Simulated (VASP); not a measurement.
# Y (P6_3/mmc) in VASP: a series of runs

The runs below take Y through single point, with LDA.

All numbers are computed with VASP 6.6.1; they aren't measurements. Logs are shortened: lines on timing, memory, paths and dates and some standing lists are left out, and cuts for length are marked.

**1. The cell of the first run**

It takes space group P6_3/mmc (No. 194, hexagonal). Conventional cell: a = 3.162 Å, b = 3.162 Å, c = 5.194 Å, α = 90.00°, β = 90.00°, γ = 120.00°. Y (site symmetry -6m2) has 12 Y at 3.16 to 3.17 Å within 4.2 Å.

**2. Single point, LDA**

INCAR reads:

```
ALGO     = Normal         # electronic algorithm
EDIFF    = 1E-6           # SCF threshold, eV
ENCUT    = 520            # plane-wave cutoff, eV
GGA      = CA             # functional
ISIF     = 2              # what is computed and relaxed
ISMEAR   = 1              # smearing method
LASPH    = True           # aspherical terms in the spheres
LCHARG   = True           # write CHGCAR
LELF     = True           # ELF
LREAL    = False          # projectors in reciprocal space
LVHAR    = True         
LWAVE    = False          # write WAVECAR
NBANDS   = 18             # bands
NELM     = 100            # most SCF steps
PREC     = Accurate       # precision mode
SIGMA    = 0.1            # smearing width, eV
```

KPOINTS reads:

```
k-points
0
Gamma
  7 7 4
```

POSCAR reads:

```
Y
1.0
    3.1620581067      0.0000000000      0.0000000000
   -1.5810290534      2.7384226487      0.0000000000
    0.0000000000      0.0000000000      5.1941621224
Y
2
Direct
    0.3333333333      0.6666666667      0.2500000000
    0.6666666667      0.3333333333      0.7500000000
```

Potentials or basis: VASP PAW LDA potentials, release 64 (Y_sv).

Run with:

```bash
$ cat potpaw_LDA.64/Y_sv/POTCAR > POTCAR
$ mpirun -np 1 vasp_std > vasp.out
```

OUTCAR:

```text
EDIFF = 1E-6
   ENCUT = 520
   GGA = CA
   ISIF = 2
   ISMEAR = 1
   LASPH = True
   LREAL = False
   NELM = 100
   PREC = Accurate

 ion  position               nearest neighbor table
   1  0.333  0.667  0.250-   2 3.17   2 3.17   2 3.17   2 3.17   2 3.17   2 3.17
   2  0.667  0.333  0.750-   1 3.17   1 3.17   1 3.17   1 3.17   1 3.17   1 3.17

  LATTYP: Found a hexagonal cell.
 ALAT       =     3.1620581067
 C/A-ratio  =     1.6426523318

  Lattice vectors:

 A1 = (   3.1620581067,   0.0000000000,   0.0000000000)
 A2 = (  -1.5810290534,   2.7384226487,   0.0000000000)
 A3 = (   0.0000000000,   0.0000000000,   5.1941621224)

Analysis of symmetry for initial positions (statically):
=====================================================================
 Subroutine PRICEL returns:
 Original cell was already a primitive cell.

 Routine SETGRP: Setting up the symmetry group for a
 hexagonal supercell.

 Subroutine GETGRP returns: Found 24 space group operations
 (whereof 12 operations were pure point group operations)
 out of a pool of 24 trial point group operations.

The static configuration has the point symmetry D_3d.
 The point group associated with its full space group is D_6h.

Analysis of symmetry for dynamics (positions and initial velocities):
=====================================================================
 Subroutine PRICEL returns:
 Original cell was already a primitive cell.

 Routine SETGRP: Setting up the symmetry group for a
 hexagonal supercell.

 Subroutine GETGRP returns: Found 24 space group operations
 (whereof 12 operations were pure point group operations)
 out of a pool of 24 trial point group operations.

The dynamic configuration has the point symmetry D_3d.
 The point group associated with its full space group is D_6h.

 Subroutine INISYM returns: Found 24 space group operations
 (whereof 12 operations are pure point group operations),
 and found     1 'primitive' translations

----------------------------------------------------------------------------------------

                                     Primitive cell

  volume of cell :      44.9765

  direct lattice vectors                    reciprocal lattice vectors
     3.162058107  0.000000000  0.000000000     0.316249723  0.182586863  0.000000000
    -1.581029053  2.738422649  0.000000000     0.000000000  0.365173725  0.000000000
     0.000000000  0.000000000  5.194162122     0.000000000  0.000000000  0.192523833

  length of vectors
     3.162058107  3.162058107  5.194162122     0.365173725  0.365173725  0.192523833

  position of ions in fractional coordinates (direct lattice)
     0.333333333  0.666666667  0.250000000
     0.666666667  0.333333333  0.750000000

  ion indices of the primitive-cell ions
   primitive index   ion index
                 1           1
                 2           2

----------------------------------------------------------------------------------------

 KPOINTS: k-points

Automatic generation of k-mesh.
 Grid dimensions read from file:
 generate k-points for:    7    7    4

 Generating k-lattice:

  Cartesian coordinates                     Fractional coordinates (reciprocal lattice)
     0.045178532  0.026083838  0.000000000     0.142857143  0.000000000  0.000000000
     0.000000000  0.052167675  0.000000000     0.000000000  0.142857143  0.000000000
     0.000000000  0.000000000  0.048130958     0.000000000  0.000000000  0.250000000

  Length of vectors
     0.052167675  0.052167675  0.048130958

  Shift w.r.t. Gamma in fractional coordinates (k-lattice)
     0.000000000  0.000000000  0.000000000

 Subroutine IBZKPT returns following result:
 ===========================================

 Found     24 irreducible k-points:

 Following reciprocal coordinates:
            Coordinates               Weight
  0.000000  0.000000  0.000000      1.000000
  0.142857  0.000000  0.000000      6.000000
  0.285714  0.000000  0.000000      6.000000
  0.428571  0.000000  0.000000      6.000000
  0.142857  0.142857  0.000000      6.000000
  0.285714  0.142857  0.000000     12.000000
[... 16 lines left out ...]
  0.428571  0.142857  0.500000      6.000000
  0.285714  0.285714  0.500000      6.000000
   k-points           NKPTS =     24   k-points in BZ     NKDIM =     24   number of bands    NBANDS=     18
   number of dos      NEDOS =    301   number of ions     NIONS =      2
   total plane-waves  NPLWV =  23040
   dimension x,y,z NGX =    24 NGY =   24 NGZ =   40
   dimension x,y,z NGXF=    48 NGYF=   48 NGZF=   80
   ions per type =               2
   NGX,Y,Z   is equivalent  to a cutoff of  12.62, 12.62, 12.80 a.u.
   NGXF,Y,Z  is equivalent  to a cutoff of  25.24, 25.24, 25.61 a.u.
 SYSTEM =  unknown system
   PREC   = accura    normal or accurate (medium, high low for compatibility)
   ISTART =      0    job   : 0-new  1-cont  2-samecut
   ICHARG =      2    charge: 1-file 2-atom 10-const
   ISPIN  =      1    spin polarized calculation?
   LNONCOLLINEAR =      F non collinear calculations
   LSORBIT =      F    spin-orbit coupling
   LASPH  =      T    aspherical Exc in radial PAW
   ENCUT  =  520.0 eV  38.22 Ry    6.18 a.u.   5.88  5.88  9.66*2*pi/ulx,y,z
   NELM   =    100;   NELMIN=  2; NELMDL= -5     # of ELM steps
   EDIFF  = 0.1E-05   stopping-criterion for ELM
   LREAL  =      F    real-space projection
   EDIFFG = 0.1E-04   stopping-criterion for IOM
   NSW    =      0    number of steps for IOM
   IBRION =     -1    ionic relax: 0-MD 1-quasi-New 2-CG
   NFREE  =      0    steps in history (QN), initial steepest desc. (CG)
   ISIF   =      2    stress and relaxation
   ISYM   =      2    0-nonsym 1-usesym 2-fastsym
   POTIM  = 0.5000    time-step for ionic-motion
   TEBEG  =    0.0;   TEEND  =   0.0 temperature during run
   PSTRESS=    0.0 pullay stress
   NELECT =      22.0000    total number of electrons
   NUPDOWN=      -1.0000    fix difference up-down
   EMIN   =  10.00;   EMAX   =-10.00  energy-range for DOS
   EFERMI =   0.00;   METHOD = LEGACY
   ISMEAR =     1;   SIGMA  =   0.10  broadening in eV -4-tet -1-fermi 0-gaus
   EFERMI_NEDOS =   21; number of points for ismear=-14 and -15
   IALGO  =     38    algorithm
   IMIX   =      4    mixing-type and parameters
     AMIX     =   0.40;   BMIX     =  1.00
     AMIX_MAG =   1.60;   BMIX_MAG =  1.00
  volume/ion in A,a.u.               =      22.49       151.76
  Fermi-wavevector in a.u.,A,eV,Ry     =   1.289893  2.437545 22.637709  1.663825
  Thomas-Fermi vector in A             =   2.421758
   LORBIT       =      0    0 simple, 1 ext, 2 COOP (PROOUT), +10 PAW based schemes
   GGA     = CA    functional components
   LHFCALC =     F    Hartree Fock is set to
   AEXX    =    0.0000 exact exchange contribution
   IVDW    =     0    specifies the selected vdW correction
   LEPSILON=     F    determine dielectric tensor
   LRPA    =     F    only Hartree local field effects (RPA)
 non-spin polarized calculation
 Methfessel and Paxton  Order N= 1 SIGMA  =   0.10
  energy-cutoff  :      520.00
  volume of cell :       44.98
 maximum number of plane-waves:      1224
 NGX is ok and might be reduce to    24
   NGX = 11   NGY = 11   NGZ = 19

 number of electron      22.0000000 magnetization

 Free energy of the ion-electron system (eV)
  ---------------------------------------------------
  ext. energy  EPLUGINS =         0.00000000
  ---------------------------------------------------
  free energy    TOTEN  =       -13.13688225 eV

  energy without entropy =      -13.13516550  energy(sigma->0) =      -13.13631000

 E-fermi :   4.9323     XC(G=0): -11.2295

 val. band max:        4.9233302772   @ k =   0.2857   0.2857   0.2500
 cond. band min:       4.9486407775   @ k =   0.2857   0.2857   0.5000
 fundamental gap:      0.0253105003
 Fermi energy:         4.9323402625

 k-point     1 :       0.0000    0.0000    0.0000
  band No.  band energies     occupation
      1     -36.8783      2.00000
      2     -36.5821      2.00000
      3     -17.8902      2.00000
      4     -16.3322      2.00000
      5     -16.3322      2.00000
      6     -16.1195      2.00000
[... 10 lines left out ...]
     17       8.8717      0.00000
     18       8.8717      0.00000

 k-point     2 :       0.1429    0.0000    0.0000
  band No.  band energies     occupation
      1     -36.8280      2.00000
      2     -36.5568      2.00000
      3     -17.7785      2.00000
      4     -16.6167      2.00000
      5     -16.4163      2.00000
      6     -16.4074      2.00000
[... 10 lines left out ...]
     17       8.2741      0.00000
     18       8.4389      0.00000

 k-point     3 :       0.2857    0.0000    0.0000
  band No.  band energies     occupation
      1     -36.7071      2.00000
      2     -36.5054      2.00000
      3     -17.4865      2.00000
      4     -17.2335      2.00000
      5     -16.9889      2.00000
      6     -16.5888      2.00000
[... 10 lines left out ...]
     17       9.4738      0.00000
     18      10.1634      0.00000

 k-point     4 :       0.4286    0.0000    0.0000
  band No.  band energies     occupation
      1     -36.5934      2.00000
      2     -36.4782      2.00000
      3     -17.7019      2.00000
      4     -17.4105      2.00000
      5     -17.1579      2.00000
      6     -16.7169      2.00000
[... 375 lines left out ...]
      4     -17.5905      2.00000
      5     -16.7409      2.00000
      6     -16.7409      2.00000
[... 10 lines left out ...]
     17      11.5763      0.00000
     18      11.5763      0.00000

 k-point    23 :       0.4286    0.1429    0.5000
  band No.  band energies     occupation
      1     -36.5160      2.00000
      2     -36.5160      2.00000
      3     -17.7475      2.00000
      4     -17.7475      2.00000
      5     -16.8216      2.00000
      6     -16.8216      2.00000
[... 10 lines left out ...]
     17      11.7988      0.00000
     18      11.7988      0.00000

 k-point    24 :       0.2857    0.2857    0.5000
  band No.  band energies     occupation
      1     -36.5072      2.00000
      2     -36.5072      2.00000
      3     -17.5913      2.00000
      4     -17.5913      2.00000
      5     -17.0862      2.00000
      6     -17.0862      2.00000
[... 10 lines left out ...]
     17      11.7510      0.00000
     18      11.7510      0.00000

------------------------ aborting loop because EDIFF is reached ----------------------------------------

  FORCE on cell =-STRESS in cart. coord.  units (eV):
  Direction    XX          YY          ZZ          XY          YZ          ZX
  --------------------------------------------------------------------------------------
  -------------------------------------------------------------------------------------
  Total        5.5290250      5.5290250      5.4788686     -0.0000000      0.0000000      0.0000000
  in kB      196.9578557    196.9578557    195.1711584     -0.0000000      0.0000000      0.0000000
  external PRESSURE =     196.3622900 kB  Pullay stress =       0.0000000 kB

 VOLUME and BASIS-vectors are now :
 -----------------------------------------------------------------------------
  energy-cutoff  :      520.00
  volume of cell :       44.98
      direct lattice vectors                 reciprocal lattice vectors
     3.162058107  0.000000000  0.000000000     0.316249723  0.182586863  0.000000000
    -1.581029053  2.738422649  0.000000000     0.000000000  0.365173725  0.000000000
     0.000000000  0.000000000  5.194162122     0.000000000  0.000000000  0.192523833

 POSITION                                       TOTAL-FORCE (eV/Angst)
 -----------------------------------------------------------------------------------
     -0.00000      1.82562      1.29854         0.000000     -0.000000      0.000000
      1.58103      0.91281      3.89562        -0.000000      0.000000      0.000000
 -----------------------------------------------------------------------------------
    total drift:                               -0.000000      0.000000     -0.000000

  FREE ENERGIE OF THE ION-ELECTRON SYSTEM (eV)
  ---------------------------------------------------
  free  energy   TOTEN  =       -13.1368822463 eV

  energy  without entropy=      -13.1351655006  energy(sigma->0) =      -13.13631000
```

It took 14 s on 1 thread of Intel Xeon 6975P-C, shared host; peak memory 0.16 GiB.

What came out:

- Free energy: -13.1369 eV
- Pressure: 19.6 GPa
- Band gap on the k mesh: zero (band 11 reaches 6.88 eV, above the bottom of band 12 at 4.58 eV)

Levels at points of the mesh, in eV from the Fermi level:
```tsv
k point	band 7	band 8	band 9	band 10	band 11	band 12	band 13	band 14	band 15	band 16
(0.00, 0.00, 0.00)	-21.05	-21.05	-5.00	-2.51	1.94	2.05	2.05	2.37	2.88	2.88
(0.00, 0.00, 0.50)	-21.16	-21.16	-3.16	-3.16	0.95	0.95	2.03	2.03	2.03	2.03
```

**3. Single point, LDA**

This run uses another cell than the first one, of 30.11 Å³/atom, 1.339 times its volume.

INCAR reads:

```
ALGO = Normal ; EDIFF = 1E-6
ENCUT = 520 ; GGA = CA
ISIF = 2 ; ISMEAR = 1
LASPH = T ; LCHARG = T
LELF = T ; LREAL = F
LVHAR = T ; LWAVE = F
NBANDS = 18 ; NELM = 80
PREC = Accurate ; SIGMA = 0.1
```

KPOINTS is that of step 2.

POSCAR reads:

```
Y
1.0
    3.5558002501      0.0000000000      0.0000000000
   -1.7779001251      3.0794133474      0.0000000000
    0.0000000000      0.0000000000      5.4999784070
Y
2
Direct
    0.3333333333      0.6666666667      0.2500000000
    0.6666666667      0.3333333333      0.7500000000
```

Potentials or basis: VASP PAW LDA potentials, release 64 (Y_sv).

Run with:

```bash
$ cat potpaw_LDA.64/Y_sv/POTCAR > POTCAR
$ mpirun -np 1 vasp_std > vasp.out
```

Wall time 24 s (1 thread of Intel Xeon 6975P-C, shared host); peak memory 0.17 GiB.

Results (log left out):

* Free energy: -13.8897 eV
* Pressure: -0.1 GPa
* Band gap on the k mesh: zero (band 11 reaches 4.63 eV, above the bottom of band 12 at 2.79 eV)

Stress tensor (GPa, compression positive):
```
-0.13  0.00  0.00
 0.00 -0.13  0.00
 0.00  0.00  0.08
```

Levels at points of the mesh, in eV from the Fermi level:
| k point | band 8 | band 9 | band 10 | band 11 | band 12 | band 13 |
| --- | --- | --- | --- | --- | --- | --- |
| (0.00, 0.00, 0.00) | -22.02 | -4.85 | -2.05 | 1.31 | 1.68 | 1.68 |
| (0.00, 0.00, 0.50) | -22.15 | -3.28 | -3.28 | 0.98 | 0.98 | 1.57 |
